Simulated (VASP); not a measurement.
# Y5N (P6/mmm) in VASP: further runs

Runs on Y5N. Level: PBE. Tasks: single point, relaxation of cell and atoms.

Program: VASP 6.6.1. These are calculated values, not measurements. Logs are shortened: lines on timing, memory, paths and dates and some standing lists are left out, and cuts for length are marked.

## Step 1: The cell of the first run

The structure is hexagonal, space group P6/mmm (No. 191). Conventional cell: a = 4.845 Å, b = 4.845 Å, c = 6.577 Å, α = 90.00°, β = 90.00°, γ = 120.00°. Y (site symmetry 3m) has 7 Y at 2.68 to 3.10 Å and 3 N at 3.41 Å within 3.5 Å. Within 4.1 Å of Y (site symmetry 6/mmm) lie 12 Y at 3.10 Å and 2 N at 3.29 Å. Within 4.3 Å of N (site symmetry 6/mmm) lie 14 Y at 3.29 to 3.41 Å.

The cell was generated, and may not be a known phase.

## Step 2: Single point, PBE

File INCAR:

```
SYSTEM = Y5N
ALGO = Normal
EDIFF = 1E-6
ENCUT = 520
GGA = PE
ISIF = 2
ISMEAR = 0
LASPH = .True.
LCHARG = .False.
LREAL = .False.
LWAVE = .False.
NBANDS = 39
NELM = 80
PREC = Accurate
SIGMA = 0.1
```

File KPOINTS:

```
k-points
0
Gamma
  6 6 4
  0 0 0
```

File POSCAR:

```
Y5N
1.0
    4.8450684700      0.0000000000      0.0000000000
   -2.4225342400      4.1959523800      0.0000000000
    0.0000000000      0.0000000000      6.5769419400
Y N
5 1
Direct
    0.6666666700      0.3333333300      0.7959949400
    0.0000000000      0.0000000000      0.0000000000
    0.6666666700      0.3333333300      0.2040050600
    0.3333333300      0.6666666700      0.2040050600
    0.3333333300      0.6666666700      0.7959949400
    0.0000000000      0.0000000000      0.5000000000
```

Potentials or basis: VASP PAW PBE potentials, release 64 (Y_sv, N).

Launch:

```console
> cat potpaw_PBE.64/Y_sv/POTCAR potpaw_PBE.64/N/POTCAR > POTCAR
> mpirun -np 1 vasp_std > vasp.out
```

OUTCAR:

```text
SYSTEM = Y5N
   EDIFF = 1E-6
   ENCUT = 520
   GGA = PE
   ISIF = 2
   ISMEAR = 0
   LASPH = .True.
   LREAL = .False.
   NELM = 80
   PREC = Accurate

 ion  position               nearest neighbor table
   1  0.667  0.333  0.796-   3 2.68   5 2.80   5 2.80   5 2.80   2 3.10   2 3.10   2 3.10   4 3.88
                             4 3.88   4 3.88   3 3.89
   2  0.000  0.000  0.000-   1 3.10   3 3.10   4 3.10   5 3.10   1 3.10   3 3.10   4 3.10   5 3.10
                             1 3.10   3 3.10   4 3.10   5 3.10
   3  0.667  0.333  0.204-   1 2.68   4 2.80   4 2.80   4 2.80   2 3.10   2 3.10   2 3.10   5 3.88
                             5 3.88   5 3.88   1 3.89
   4  0.333  0.667  0.204-   5 2.68   3 2.80   3 2.80   3 2.80   2 3.10   2 3.10   2 3.10   1 3.88
                             1 3.88   1 3.88   5 3.89
   5  0.333  0.667  0.796-   4 2.68   1 2.80   1 2.80   1 2.80   2 3.10   2 3.10   2 3.10   3 3.88
                             3 3.88   3 3.88   4 3.89
   6  0.000  0.000  0.500-

  LATTYP: Found a hexagonal cell.
 ALAT       =     4.8450684700
 C/A-ratio  =     1.3574507730

  Lattice vectors:

 A1 = (   4.8450684700,   0.0000000000,   0.0000000000)
 A2 = (  -2.4225342400,   4.1959523800,   0.0000000000)
 A3 = (   0.0000000000,   0.0000000000,   6.5769419400)

Analysis of symmetry for initial positions (statically):
=====================================================================
 Subroutine PRICEL returns:
 Original cell was already a primitive cell.

 Routine SETGRP: Setting up the symmetry group for a
 hexagonal supercell.

 Subroutine GETGRP returns: Found 24 space group operations
 (whereof 24 operations were pure point group operations)
 out of a pool of 24 trial point group operations.

The static configuration has the point symmetry D_6h.

Analysis of symmetry for dynamics (positions and initial velocities):
=====================================================================
 Subroutine PRICEL returns:
 Original cell was already a primitive cell.

 Routine SETGRP: Setting up the symmetry group for a
 hexagonal supercell.

 Subroutine GETGRP returns: Found 24 space group operations
 (whereof 24 operations were pure point group operations)
 out of a pool of 24 trial point group operations.

The dynamic configuration has the point symmetry D_6h.

 Subroutine INISYM returns: Found 24 space group operations
 (whereof 24 operations are pure point group operations),
 and found     1 'primitive' translations

----------------------------------------------------------------------------------------

                                     Primitive cell

  volume of cell :     133.7071

  direct lattice vectors                    reciprocal lattice vectors
     4.845068470  0.000000000  0.000000000     0.206395432  0.119162458  0.000000000
    -2.422534240  4.195952380  0.000000000     0.000000000  0.238324916  0.000000000
     0.000000000  0.000000000  6.576941940     0.000000000  0.000000000  0.152046348

  length of vectors
     4.845068470  4.845068474  6.576941940     0.238324917  0.238324916  0.152046348

  position of ions in fractional coordinates (direct lattice)
     0.666666670  0.333333330  0.795994940
     0.000000000  0.000000000  0.000000000
     0.666666670  0.333333330  0.204005060
     0.333333330  0.666666670  0.204005060
     0.333333330  0.666666670  0.795994940
     0.000000000  0.000000000  0.500000000

  ion indices of the primitive-cell ions
   primitive index   ion index
                 1           1
                 2           2
                 3           3
                 4           4
                 5           5
                 6           6

----------------------------------------------------------------------------------------

 KPOINTS: k-points

Automatic generation of k-mesh.
 Grid dimensions read from file:
 generate k-points for:    6    6    4

 Generating k-lattice:

  Cartesian coordinates                     Fractional coordinates (reciprocal lattice)
     0.034399239  0.019860410  0.000000000     0.166666667  0.000000000  0.000000000
     0.000000000  0.039720819  0.000000000     0.000000000  0.166666667  0.000000000
     0.000000000  0.000000000  0.038011587     0.000000000  0.000000000  0.250000000

  Length of vectors
     0.039720819  0.039720819  0.038011587

  Shift w.r.t. Gamma in fractional coordinates (k-lattice)
     0.000000000  0.000000000  0.000000000

 Subroutine IBZKPT returns following result:
 ===========================================

 Found     21 irreducible k-points:

 Following reciprocal coordinates:
            Coordinates               Weight
  0.000000  0.000000  0.000000      1.000000
  0.166667  0.000000  0.000000      6.000000
  0.333333  0.000000  0.000000      6.000000
  0.500000  0.000000  0.000000      3.000000
  0.166667  0.166667  0.000000      6.000000
  0.333333  0.166667  0.000000     12.000000
[... 13 lines left out ...]
  0.333333  0.166667  0.500000     12.000000
  0.333333  0.333333  0.500000      2.000000
   k-points           NKPTS =     21   k-points in BZ     NKDIM =     21   number of bands    NBANDS=     39
   number of dos      NEDOS =    301   number of ions     NIONS =      6
   total plane-waves  NPLWV =  64800
   dimension x,y,z NGX =    36 NGY =   36 NGZ =   50
   dimension x,y,z NGXF=    72 NGYF=   72 NGZF=  100
   ions per type =               5   1
   NGX,Y,Z   is equivalent  to a cutoff of  12.35, 12.35, 12.64 a.u.
   NGXF,Y,Z  is equivalent  to a cutoff of  24.70, 24.70, 25.28 a.u.
 SYSTEM =  Y5N
   PREC   = accura    normal or accurate (medium, high low for compatibility)
   ISTART =      0    job   : 0-new  1-cont  2-samecut
   ICHARG =      2    charge: 1-file 2-atom 10-const
   ISPIN  =      1    spin polarized calculation?
   LNONCOLLINEAR =      F non collinear calculations
   LSORBIT =      F    spin-orbit coupling
   LASPH  =      T    aspherical Exc in radial PAW
   ENCUT  =  520.0 eV  38.22 Ry    6.18 a.u.   9.01  9.01 12.23*2*pi/ulx,y,z
   NELM   =     80;   NELMIN=  2; NELMDL= -5     # of ELM steps
   EDIFF  = 0.1E-05   stopping-criterion for ELM
   LREAL  =      F    real-space projection
   EDIFFG = 0.1E-04   stopping-criterion for IOM
   NSW    =      0    number of steps for IOM
   IBRION =     -1    ionic relax: 0-MD 1-quasi-New 2-CG
   NFREE  =      0    steps in history (QN), initial steepest desc. (CG)
   ISIF   =      2    stress and relaxation
   ISYM   =      2    0-nonsym 1-usesym 2-fastsym
   POTIM  = 0.5000    time-step for ionic-motion
   TEBEG  =    0.0;   TEEND  =   0.0 temperature during run
   PSTRESS=    0.0 pullay stress
   NELECT =      60.0000    total number of electrons
   NUPDOWN=      -1.0000    fix difference up-down
   EMIN   =  10.00;   EMAX   =-10.00  energy-range for DOS
   EFERMI =   0.00;   METHOD = LEGACY
   ISMEAR =     0;   SIGMA  =   0.10  broadening in eV -4-tet -1-fermi 0-gaus
   EFERMI_NEDOS =   21; number of points for ismear=-14 and -15
   IALGO  =     38    algorithm
   IMIX   =      4    mixing-type and parameters
     AMIX     =   0.40;   BMIX     =  1.00
     AMIX_MAG =   1.60;   BMIX_MAG =  1.00
  volume/ion in A,a.u.               =      22.28       150.38
  Fermi-wavevector in a.u.,A,eV,Ry     =   1.253354  2.368496 21.373341  1.570896
  Thomas-Fermi vector in A             =   2.387211
   LORBIT       =      0    0 simple, 1 ext, 2 COOP (PROOUT), +10 PAW based schemes
   GGA     = PE    functional components
   LHFCALC =     F    Hartree Fock is set to
   AEXX    =    0.0000 exact exchange contribution
   IVDW    =     0    specifies the selected vdW correction
   LEPSILON=     F    determine dielectric tensor
   LRPA    =     F    only Hartree local field effects (RPA)
 non-spin polarized calculation
 Gauss-broadening in eV      SIGMA  =   0.10
  energy-cutoff  :      520.00
  volume of cell :      133.71
 maximum number of plane-waves:      3626
 NGX is ok and might be reduce to    36
   NGX = 17   NGY = 17   NGZ = 25

 number of electron      59.9999998 magnetization

 Free energy of the ion-electron system (eV)
  ---------------------------------------------------
  ext. energy  EPLUGINS =         0.00000000
  ---------------------------------------------------
  free energy    TOTEN  =       -30.84015637 eV

  energy without entropy =      -30.78171897  energy(sigma->0) =      -30.81093767

 E-fermi :   4.1923     XC(G=0): -10.3919

 val. band max:        4.1905476734   @ k =   0.3333   0.3333   0.0000
 cond. band min:       4.1997395409   @ k =   0.5000   0.0000   0.5000
 fundamental gap:      0.0091918675
 Fermi energy:         4.1923080950

 k-point     1 :       0.0000    0.0000    0.0000
  band No.  band energies     occupation
      1     -38.4839      2.00000
      2     -38.1871      2.00000
      3     -37.9337      2.00000
      4     -37.6834      2.00000
      5     -37.2952      2.00000
      6     -19.3359      2.00000
[... 31 lines left out ...]
     38       6.9221      0.00000
     39       6.9221      0.00000

 k-point     2 :       0.1667    0.0000    0.0000
  band No.  band energies     occupation
      1     -38.4492      2.00000
      2     -38.1585      2.00000
      3     -37.9659      2.00000
      4     -37.7144      2.00000
      5     -37.3015      2.00000
      6     -19.3382      2.00000
[... 31 lines left out ...]
     38       6.9672      0.00000
     39       7.1492      0.00000

 k-point     3 :       0.3333    0.0000    0.0000
  band No.  band energies     occupation
      1     -38.3601      2.00000
      2     -38.0841      2.00000
      3     -38.0493      2.00000
      4     -37.7936      2.00000
      5     -37.3150      2.00000
      6     -19.4168      2.00000
[... 706 lines left out ...]
 k-point    20 :       0.3333    0.1667    0.5000
  band No.  band energies     occupation
      1     -38.2871      2.00000
      2     -38.1112      2.00000
      3     -38.0278      2.00000
      4     -37.8598      2.00000
      5     -37.3230      2.00000
      6     -19.4097      2.00000
[... 31 lines left out ...]
     38       6.6423      0.00000
     39       6.8846      0.00000

 k-point    21 :       0.3333    0.3333    0.5000
  band No.  band energies     occupation
      1     -38.1977      2.00000
      2     -38.1977      2.00000
      3     -37.9444      2.00000
      4     -37.9444      2.00000
      5     -37.3278      2.00000
      6     -19.3471      2.00000
[... 31 lines left out ...]
     38       5.8480      0.00000
     39       7.0107      0.00000

------------------------ aborting loop because EDIFF is reached ----------------------------------------

  FORCE on cell =-STRESS in cart. coord.  units (eV):
  Direction    XX          YY          ZZ          XY          YZ          ZX
  --------------------------------------------------------------------------------------
  -------------------------------------------------------------------------------------
  Total       19.3300928     19.3300928      6.5378936     -0.0000000      0.0000000     -0.0000000
  in kB      231.6274594    231.6274596     78.3418740     -0.0000003      0.0000000     -0.0000000
  external PRESSURE =     180.5322643 kB  Pullay stress =       0.0000000 kB

 VOLUME and BASIS-vectors are now :
 -----------------------------------------------------------------------------
  energy-cutoff  :      520.00
  volume of cell :      133.71
      direct lattice vectors                 reciprocal lattice vectors
     4.845068470  0.000000000  0.000000000     0.206395432  0.119162458  0.000000000
    -2.422534240  4.195952380  0.000000000     0.000000000  0.238324916  0.000000000
     0.000000000  0.000000000  6.576941940     0.000000000  0.000000000  0.152046348

 POSITION                                       TOTAL-FORCE (eV/Angst)
 -----------------------------------------------------------------------------------
      2.42253      1.39865      5.23521         0.000000     -0.000000     -3.777666
      0.00000      0.00000      0.00000         0.000000      0.000000      0.000000
      2.42253      1.39865      1.34173         0.000000     -0.000000      3.777666
     -0.00000      2.79730      1.34173        -0.000000      0.000000      3.777666
     -0.00000      2.79730      5.23521        -0.000000      0.000000     -3.777666
      0.00000      0.00000      3.28847         0.000000      0.000000      0.000000
 -----------------------------------------------------------------------------------
    total drift:                                0.000000     -0.000000      0.000000

  FREE ENERGIE OF THE ION-ELECTRON SYSTEM (eV)
  ---------------------------------------------------
  free  energy   TOTEN  =       -30.8401563723 eV

  energy  without entropy=      -30.7817189749  energy(sigma->0) =      -30.81093767
```

Wall time 76 s (1 thread of Intel Xeon 6975P-C (Granite Rapids), shared host); peak memory 0.29 GiB.

What came out:

```yaml
Free_energy: -30.8402 eV
Pressure: 18.1 GPa
Largest_force: 3.778 eV/Å
Band_gap_on_the_k_mesh: zero (bands 30 and 31 overlap by 0.70 eV)
```

Forces on the atoms (eV/Å):
```
Y    0.000  0.000 -3.778
Y    0.000  0.000  0.000
Y    0.000  0.000  3.778
Y    0.000  0.000  3.778
Y    0.000  0.000 -3.778
N    0.000  0.000  0.000
```

Levels at points of the mesh, in eV from the Fermi level:
| k point | band 26 | band 27 | band 28 | band 29 | band 30 | band 31 | band 32 | band 33 | band 34 | band 35 |
| --- | --- | --- | --- | --- | --- | --- | --- | --- | --- | --- |
| (0.00, 0.00, 0.00) | -1.51 | -1.51 | -1.19 | -0.24 | -0.24 | 0.93 | 1.10 | 1.10 | 1.15 | 1.30 |
| (0.50, 0.00, 0.00) | -2.00 | -0.61 | -0.50 | -0.31 | -0.24 | -0.23 | 0.14 | 0.29 | 0.41 | 0.48 |
| (0.00, 0.00, 0.50) | -1.70 | -1.28 | -1.13 | 0.47 | 0.47 | 0.48 | 0.58 | 0.84 | 0.84 | 1.46 |
| (0.50, 0.00, 0.50) | -1.35 | -1.31 | -0.71 | -0.18 | -0.14 | 0.01 | 0.03 | 0.50 | 0.86 | 0.88 |

Caveat: the stress differs along the axes, from 8 to 23 GPa; forces of over 1 eV/Å act on the atoms, so gaps and moduli don't describe the material at rest.

## Step 3: Single point, PBE

This run uses another cell than the first one, of 27.10 Å³/atom.

File INCAR:

```
SYSTEM = Y5N
  PREC = Accurate
  ENCUT = 520
  EDIFF = 1E-7
  ISMEAR = 0
  SIGMA = 0.1
  LREAL = .FALSE.
  LASPH = .TRUE.
  NELM = 80
  ALGO = Normal
  ISIF = 2
  LWAVE = .FALSE.
  LCHARG = .TRUE.
  GGA = PE
  LELF = .TRUE.
  LVHAR = .TRUE.
  NBANDS = 39
```

File KPOINTS:

```
regular mesh
0
G
  6 6 4
  0 0 0
```

File POSCAR:

```
Y5N
1.0
    5.6142086226      0.0000000033      0.0000000000
   -2.8071043142      4.8620472877      0.0000000000
    0.0000000000      0.0000000000      5.9571589471
Y N
5 1
Direct
    0.6666666667      0.3333333333      0.7477057802
    0.0000000000      0.0000000000      0.0000000000
    0.6666666667      0.3333333333      0.2522942198
    0.3333333333      0.6666666667      0.2522942198
    0.3333333333      0.6666666667      0.7477057802
    0.0000000000      0.0000000000      0.5000000000
```

Potentials or basis: VASP PAW PBE potentials, release 64 (Y_sv, N).

Launch:

```console
> cat potpaw_PBE.64/Y_sv/POTCAR potpaw_PBE.64/N/POTCAR > POTCAR
> mpirun -np 1 vasp_std > vasp.out
```

It took 2.1 min on 1 thread of Intel Xeon 6975P-C (Granite Rapids), shared host; peak memory 0.35 GiB.

It converged, with:

```yaml
Free_energy: -35.5592 eV
Pressure: 0.0 GPa
Largest_force: 0.017 eV/Å
Band_gap_on_the_k_mesh: zero (bands 30 and 31 overlap by 0.53 eV)
```

Forces on the atoms (eV/Å):
```
Y    0.000  0.000  0.017
Y    0.000  0.000  0.000
Y    0.000  0.000 -0.017
Y    0.000  0.000 -0.017
Y    0.000  0.000  0.017
N    0.000  0.000  0.000
```

Stress tensor (GPa, compression positive):
```
-0.08  0.00  0.00
 0.00 -0.08  0.00
 0.00  0.00  0.02
```

Levels at points of the mesh, in eV from the Fermi level:
```tsv
k point	band 27	band 28	band 29	band 30	band 31	band 32	band 33	band 34
(0.00, 0.00, 0.00)	-1.57	-0.66	-0.39	0.35	0.35	0.39	0.39	0.58
(0.50, 0.00, 0.00)	-1.02	-0.98	-0.45	-0.41	-0.10	0.19	0.29	0.49
(0.00, 0.00, 0.50)	-0.96	-0.96	0.01	0.01	0.39	0.39	1.02	1.30
(0.50, 0.00, 0.50)	-0.66	-0.54	-0.41	-0.09	0.44	0.63	0.65	0.70
```

(Part 1 of 2 ends here.)
